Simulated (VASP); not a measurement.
# Rh (Im-3m) in VASP: a series of runs

Runs on Rh. Level: PBE. Tasks: relaxation of cell and atoms.

Everything below comes from runs of VASP 6.6.1. Logs are shortened: lines on timing, memory, paths and dates and some standing lists are left out, and cuts for length are marked.

### Step 1. The cell of the first run

The structure is cubic, space group Im-3m (No. 229). Conventional cell: a = 2.542 Å, b = 2.542 Å, c = 2.542 Å, α = 90.00°, β = 90.00°, γ = 90.00°. Rh (site symmetry m-3m) has 14 Rh at 2.20 to 2.54 Å within 2.9 Å.

This isn't the form of Rh at room conditions, which is fcc.

### Step 2. Relaxation of cell and atoms, PBE, target pressure 520 GPa, at which the enthalpy is minimised

Contents of INCAR:

```
PREC = Accurate
ENCUT = 600
EDIFF = 1E-6
ISMEAR = -1
SIGMA = 0.05
LREAL = False
LASPH = True
NELM = 60
ALGO = Normal
ISIF = 3
LWAVE = False
LCHARG = False
GGA = PE
IBRION = 2
NSW = 60
EDIFFG = -0.005
PSTRESS = 5200.0
```

Contents of KPOINTS:

```
Automatic mesh
0
Gamma
  21 21 21
```

Contents of POSCAR:

```
Rh
1.0
   -1.2711680686      1.2711680686      1.2711680686
    1.2711680686     -1.2711680686      1.2711680686
    1.2711680686      1.2711680686     -1.2711680686
Rh
1
Direct
    0.0000000000      0.0000000000      0.0000000000
```

Potentials or basis: VASP PAW PBE potentials, release 64 (Rh_pv).

Started as:

```sh
cat potpaw_PBE.64/Rh_pv/POTCAR > POTCAR
mpirun -np 1 vasp_std > vasp.out
```

OUTCAR:

```text
PREC = Accurate
   ENCUT = 600
   EDIFF = 1E-6
   ISMEAR = -1
   LREAL = False
   LASPH = True
   NELM = 60
   ISIF = 3
   GGA = PE
   IBRION = 2
   NSW = 60
   EDIFFG = -0.005
   PSTRESS = 5200.0

 ion  position               nearest neighbor table
   1  0.000  0.000  0.000-

  LATTYP: Found a body centered cubic cell.
 ALAT       =     2.5423361372

  Lattice vectors:

 A1 = (  -1.2711680686,   1.2711680686,   1.2711680686)
 A2 = (   1.2711680686,  -1.2711680686,   1.2711680686)
 A3 = (   1.2711680686,   1.2711680686,  -1.2711680686)

Analysis of symmetry for initial positions (statically):
=====================================================================
 Subroutine PRICEL returns:
 Original cell was already a primitive cell.

 Routine SETGRP: Setting up the symmetry group for a
 body centered cubic supercell.

 Subroutine GETGRP returns: Found 48 space group operations
 (whereof 48 operations were pure point group operations)
 out of a pool of 48 trial point group operations.

The static configuration has the point symmetry O_h .

Analysis of symmetry for dynamics (positions and initial velocities):
=====================================================================
 Subroutine PRICEL returns:
 Original cell was already a primitive cell.

 Routine SETGRP: Setting up the symmetry group for a
 body centered cubic supercell.

 Subroutine GETGRP returns: Found 48 space group operations
 (whereof 48 operations were pure point group operations)
 out of a pool of 48 trial point group operations.

The dynamic configuration has the point symmetry O_h .

 Subroutine INISYM returns: Found 48 space group operations
 (whereof 48 operations are pure point group operations),
 and found     1 'primitive' translations

----------------------------------------------------------------------------------------

                                     Primitive cell

  volume of cell :       8.2162

  direct lattice vectors                    reciprocal lattice vectors
    -1.271168069  1.271168069  1.271168069     0.000000000  0.393339018  0.393339018
     1.271168069 -1.271168069  1.271168069     0.393339018  0.000000000  0.393339018
     1.271168069  1.271168069 -1.271168069     0.393339018  0.393339018  0.000000000

  length of vectors
     2.201727680  2.201727680  2.201727680     0.556265374  0.556265374  0.556265374

  position of ions in fractional coordinates (direct lattice)
     0.000000000  0.000000000  0.000000000

  ion indices of the primitive-cell ions
   primitive index   ion index
                 1           1

----------------------------------------------------------------------------------------

 KPOINTS: Automatic mesh

Automatic generation of k-mesh.
 Grid dimensions read from file:
 generate k-points for:   21   21   21

 Generating k-lattice:

  Cartesian coordinates                     Fractional coordinates (reciprocal lattice)
     0.000000000  0.018730429  0.018730429     0.047619048  0.000000000  0.000000000
     0.018730429  0.000000000  0.018730429     0.000000000  0.047619048  0.000000000
     0.018730429  0.018730429  0.000000000     0.000000000  0.000000000  0.047619048

  Length of vectors
     0.026488827  0.026488827  0.026488827

  Shift w.r.t. Gamma in fractional coordinates (k-lattice)
     0.000000000  0.000000000  0.000000000

 Subroutine IBZKPT returns following result:
 ===========================================

 Found    286 irreducible k-points:

 Following reciprocal coordinates:
            Coordinates               Weight
  0.000000  0.000000  0.000000      1.000000
  0.047619  0.000000  0.000000     12.000000
  0.095238  0.000000  0.000000     12.000000
  0.142857  0.000000  0.000000     12.000000
  0.190476  0.000000  0.000000     12.000000
  0.238095  0.000000  0.000000     12.000000
[... 16 lines left out ...]
  0.142857  0.095238  0.000000     48.000000
  0.190476  0.095238  0.000000     48.000000
 [... further k-points ...]
   k-points           NKPTS =    286   k-points in BZ     NKDIM =    286   number of bands    NBANDS=     11
   number of dos      NEDOS =    301   number of ions     NIONS =      1
   total plane-waves  NPLWV =   5832
   dimension x,y,z NGX =    18 NGY =   18 NGZ =   18
   dimension x,y,z NGXF=    36 NGYF=   36 NGZF=   36
   ions per type =               1
   NGX,Y,Z   is equivalent  to a cutoff of  13.59, 13.59, 13.59 a.u.
   NGXF,Y,Z  is equivalent  to a cutoff of  27.18, 27.18, 27.18 a.u.
 SYSTEM =  unknown system
   PREC   = accura    normal or accurate (medium, high low for compatibility)
   ISTART =      0    job   : 0-new  1-cont  2-samecut
   ICHARG =      2    charge: 1-file 2-atom 10-const
   ISPIN  =      1    spin polarized calculation?
   LNONCOLLINEAR =      F non collinear calculations
   LSORBIT =      F    spin-orbit coupling
   LASPH  =      T    aspherical Exc in radial PAW
   ENCUT  =  600.0 eV  44.10 Ry    6.64 a.u.   4.40  4.40  4.40*2*pi/ulx,y,z
   NELM   =     60;   NELMIN=  2; NELMDL= -5     # of ELM steps
   EDIFF  = 0.1E-05   stopping-criterion for ELM
   LREAL  =      F    real-space projection
   EDIFFG = -.5E-02   stopping-criterion for IOM
   NSW    =     60    number of steps for IOM
   IBRION =      2    ionic relax: 0-MD 1-quasi-New 2-CG
   NFREE  =      1    steps in history (QN), initial steepest desc. (CG)
   ISIF   =      3    stress and relaxation
   ISYM   =      2    0-nonsym 1-usesym 2-fastsym
   POTIM  = 0.5000    time-step for ionic-motion
   TEBEG  =    0.0;   TEEND  =   0.0 temperature during run
   PSTRESS= 5200.0 pullay stress
   NELECT =      15.0000    total number of electrons
   NUPDOWN=      -1.0000    fix difference up-down
   EMIN   =  10.00;   EMAX   =-10.00  energy-range for DOS
   EFERMI =   0.00;   METHOD = LEGACY
   ISMEAR =    -1;   SIGMA  =   0.05  broadening in eV -4-tet -1-fermi 0-gaus
   EFERMI_NEDOS =   21; number of points for ismear=-14 and -15
   IALGO  =     38    algorithm
   IMIX   =      4    mixing-type and parameters
     AMIX     =   0.40;   BMIX     =  1.00
     AMIX_MAG =   1.60;   BMIX_MAG =  1.00
  volume/ion in A,a.u.               =       8.22        55.45
  Fermi-wavevector in a.u.,A,eV,Ry     =   2.000855  3.781068 54.469845  4.003421
  Thomas-Fermi vector in A             =   3.016211
   LORBIT       =      0    0 simple, 1 ext, 2 COOP (PROOUT), +10 PAW based schemes
   GGA     = PE    functional components
   LHFCALC =     F    Hartree Fock is set to
   AEXX    =    0.0000 exact exchange contribution
   IVDW    =     0    specifies the selected vdW correction
   LEPSILON=     F    determine dielectric tensor
   LRPA    =     F    only Hartree local field effects (RPA)
 conjugate gradient relaxation of ions
 non-spin polarized calculation
  energy-cutoff  :      600.00
  volume of cell :        8.22
 maximum number of plane-waves:       285
 NGX is ok and might be reduce to    18
   NGX =  9   NGY =  9   NGZ =  9

--------------------------------------- Ionic step        1  -------------------------------------------

 number of electron      15.0000006 magnetization

 Free energy of the ion-electron system (eV)
  ---------------------------------------------------
  ext. energy  EPLUGINS =         0.00000000
  ---------------------------------------------------
  free energy    TOTEN  =        -0.87801122 eV

  energy without entropy =       -0.86861975  energy(sigma->0) =       -0.87331549

------------------------ aborting loop because EDIFF is reached ----------------------------------------

  FORCE on cell =-STRESS in cart. coord.  units (eV):
  Direction    XX          YY          ZZ          XY          YZ          ZX
  --------------------------------------------------------------------------------------
  -------------------------------------------------------------------------------------
  Total       27.1841472     27.1841472     27.1841472      0.0000000      0.0000000      0.0000000
  in kB     5300.9948079   5300.9948079   5300.9948079      0.0000000      0.0000000      0.0000000
  external PRESSURE =     100.9948079 kB  Pullay stress =    5200.0000000 kB

 VOLUME and BASIS-vectors are now :
 -----------------------------------------------------------------------------
  energy-cutoff  :      600.00
  volume of cell :        8.22
      direct lattice vectors                 reciprocal lattice vectors
    -1.271168069  1.271168069  1.271168069     0.000000000  0.393339018  0.393339018
     1.271168069 -1.271168069  1.271168069     0.393339018  0.000000000  0.393339018
     1.271168069  1.271168069 -1.271168069     0.393339018  0.393339018  0.000000000
[... 81 lines left out ...]
  FREE ENERGIE OF THE ION-ELECTRON SYSTEM (eV)
  ---------------------------------------------------
  free  energy   TOTEN  =        -1.0094044589 eV

  energy  without entropy=       -0.9998971105  energy(sigma->0) =       -1.00465078

  enthalpy is  TOTEN    =        25.7870289178 eV   P V=       26.7964333767

--------------------------------------- Ionic step        4  -------------------------------------------

 number of electron      15.0000006 magnetization

 Free energy of the ion-electron system (eV)
  ---------------------------------------------------
  ext. energy  EPLUGINS =         0.00000000
  ---------------------------------------------------
  free energy    TOTEN  =        -1.00451790 eV

  energy without entropy =       -0.99501405  energy(sigma->0) =       -0.99976598

 E-fermi :  23.5994     XC(G=0): -17.5548

 val. band max:       23.5993659450   @ k =  -0.2381   0.2857   0.0476
 cond. band min:      23.6618903441   @ k =   0.2381   0.1905   0.0000
 fundamental gap:      0.0625243991
 Fermi energy:        23.5994127651

 k-point     1 :       0.0000    0.0000    0.0000
  band No.  band energies     occupation
      1     -23.1070      2.00000
      2     -23.1070      2.00000
      3     -23.1070      2.00000
      4      12.3586      2.00000
      5      17.2573      2.00000
      6      17.2573      2.00000
      7      17.2573      2.00000
      8      22.2198      2.00000
      9      22.2198      2.00000
     10      41.3324      0.00000
     11      41.3324      0.00000

 k-point     2 :       0.0476    0.0000    0.0000
  band No.  band energies     occupation
      1     -23.2009      2.00000
      2     -23.1346      2.00000
      3     -23.1083      2.00000
      4      12.5297      2.00000
      5      17.1628      2.00000
      6      17.2527      2.00000
      7      17.4188      2.00000
      8      22.0691      2.00000
      9      22.2208      2.00000
     10      41.4684      0.00000
     11      41.6100      0.00000
[... 295 lines left out ...]
 k-point    24 :       0.1905    0.0952    0.0000
  band No.  band energies     occupation
      1     -25.0513      2.00000
      2     -23.6793      2.00000
      3     -23.2473      2.00000
      4      14.3254      2.00000
      5      15.6667      2.00000
      6      17.5538      2.00000
      7      20.8719      2.00000
      8      22.0970      2.00000
      9      22.9552      1.99999
     10      42.9544      0.00000
     11      43.5787      0.00000

 [... further k-points ...]

------------------------ aborting loop because EDIFF is reached ----------------------------------------

  FORCE on cell =-STRESS in cart. coord.  units (eV):
  Direction    XX          YY          ZZ          XY          YZ          ZX
  --------------------------------------------------------------------------------------
  -------------------------------------------------------------------------------------
  Total       26.7899036     26.7899036     26.7899036      0.0000000      0.0000000     -0.0000000
  in kB     5199.6815471   5199.6815471   5199.6815471      0.0000000      0.0000000     -0.0000000
  external PRESSURE =      -0.3184529 kB  Pullay stress =    5200.0000000 kB

 VOLUME and BASIS-vectors are now :
 -----------------------------------------------------------------------------
  energy-cutoff  :      600.00
  volume of cell :        8.25
      direct lattice vectors                 reciprocal lattice vectors
    -1.273156130  1.273156130  1.273156130     0.000000000  0.392724811  0.392724811
     1.273156130 -1.273156130  1.273156130     0.392724811  0.000000000  0.392724811
     1.273156130  1.273156130 -1.273156130     0.392724811  0.392724811  0.000000000

 POSITION                                       TOTAL-FORCE (eV/Angst)
 -----------------------------------------------------------------------------------
      0.00000     -0.00000      0.00000         0.000000      0.000000     -0.000000
 -----------------------------------------------------------------------------------
    total drift:                                0.000000      0.000000     -0.000000

  FREE ENERGIE OF THE ION-ELECTRON SYSTEM (eV)
  ---------------------------------------------------
  free  energy   TOTEN  =        -1.0045179035 eV

  energy  without entropy=       -0.9950140471  energy(sigma->0) =       -0.99976598

  enthalpy is  TOTEN    =        25.7870264844 eV   P V=       26.7915443879

 reached required accuracy - stopping structural energy minimisation
```

Run time: 2.1 min. Hardware: 1 thread of Intel Xeon 8259CL, shared host; peak memory 0.16 GiB.

Results:

```yaml
Free_energy: -1.0045 eV
Relaxed_volume: 8.25 Å³/atom
Relaxed_cell: a = 2.205 Å, b = 2.205 Å, c = 2.205 Å, α = 109.47°, β = 109.47°, γ = 109.47°
Space_group_after_relaxing_to_0.1_Å: Im-3m (No. 229)
Energy_change_on_relaxing_the_run_minimises_the_enthalpy: -126.5 meV/atom
Ionic_steps: 4
Pressure_after_relaxing: 520.0 GPa
Band_gap_on_the_k_mesh: zero (an odd number of electrons rules out a gap without spin polarisation)
```

Step by step:
```tsv
step	energy change (eV)	largest force (eV/Å)	pressure (GPa)	volume (Å³)
1	0.0000	0.0000	530.10	8.22
2	-1.7924	0.0000	387.33	8.85
3	-0.1314	0.0000	519.61	8.26
4	-0.1265	0.0000	519.97	8.25
```

Final structure:
```
Rh
1.0
    -1.27316    1.27316    1.27316
     1.27316   -1.27316    1.27316
     1.27316    1.27316   -1.27316
Rh
1
Direct
  0.00000 0.00000 0.00000
```

Levels at points of the mesh, in eV from the Fermi level:
| k point | band 5 | band 6 | band 7 | band 8 | band 9 | band 10 |
| --- | --- | --- | --- | --- | --- | --- |
| (0.00, 0.00, 0.00) | -6.34 | -6.34 | -6.34 | -1.38 | -1.38 | 17.73 |

Caveat: the cell is relaxed towards a set pressure, so the run minimises the enthalpy, not the energy.

### Step 3. Relaxation of cell and atoms, PBE, target pressure 520 GPa, at which the enthalpy is minimised

Contents of INCAR:

```
SYSTEM = Rh
PREC = Accurate ; ENCUT = 600
EDIFF = 1E-7 ; ISMEAR = -1
SIGMA = 0.05 ; LREAL = .FALSE.
LASPH = .TRUE. ; NELM = 60
ALGO = Normal ; ISIF = 3
LWAVE = .FALSE. ; LCHARG = .FALSE.
GGA = PE ; IBRION = 2
NSW = 32 ; EDIFFG = -0.005
PSTRESS = 5200.0
```

Contents of KPOINTS:

```
Automatic mesh
0
G
  21 21 21
  0 0 0
```

Contents of POSCAR:

```
Rh
1.0
   -1.2718119914      1.2718119914      1.2718119914
    1.2718119914     -1.2718119914      1.2718119914
    1.2718119914      1.2718119914     -1.2718119914
Rh
1
Direct
    0.0000000000      0.0000000000      0.0000000000
```

Potentials or basis: VASP PAW PBE potentials, release 64 (Rh_pv).

Started as:

```sh
cat potpaw_PBE.64/Rh_pv/POTCAR > POTCAR
mpirun -np 1 vasp_std > vasp.out
```

Wall time 1.8 min (1 thread of Intel Xeon 8259CL, shared host); peak memory 0.15 GiB.

Results (log left out):

| Property | Result |
| --- | --- |
| Free energy | -1.0040 eV |
| Relaxed volume | 8.25 Å³/atom |
| Relaxed cell | a = 2.205 Å, b = 2.205 Å, c = 2.205 Å, α = 109.47°, β = 109.47°, γ = 109.47° |
| Space group after relaxing (to 0.1 Å) | Im-3m (No. 229) |
| Energy change on relaxing (the run minimises the enthalpy) | -84.7 meV/atom |
| Ionic steps | 4 |
| Pressure after relaxing | 520.0 GPa |
| Band gap on the k mesh | zero (an odd number of electrons rules out a gap without spin polarisation) |

Step by step:
```tsv
step	energy change (eV)	largest force (eV/Å)	pressure (GPa)	volume (Å³)
1	0.0000	0.0000	526.80	8.23
2	-1.2533	0.0000	426.87	8.65
3	-0.0872	0.0000	519.80	8.26
4	-0.0847	0.0000	520.01	8.25
```

Final structure:
```
Rh
1.0
    -1.27315    1.27315    1.27315
     1.27315   -1.27315    1.27315
     1.27315    1.27315   -1.27315
Rh
1
Cartesian
  0.0000 0.0000 0.0000
```

Levels at points of the mesh, in eV from the Fermi level:
```tsv
k point	band 4	band 5	band 6	band 7	band 8	band 9	band 10	band 11
(0.00, 0.00, 0.00)	-11.24	-6.34	-6.34	-6.34	-1.38	-1.38	17.73	17.73
```

Caveat: the cell is relaxed towards a set pressure, so the run minimises the enthalpy, not the energy.
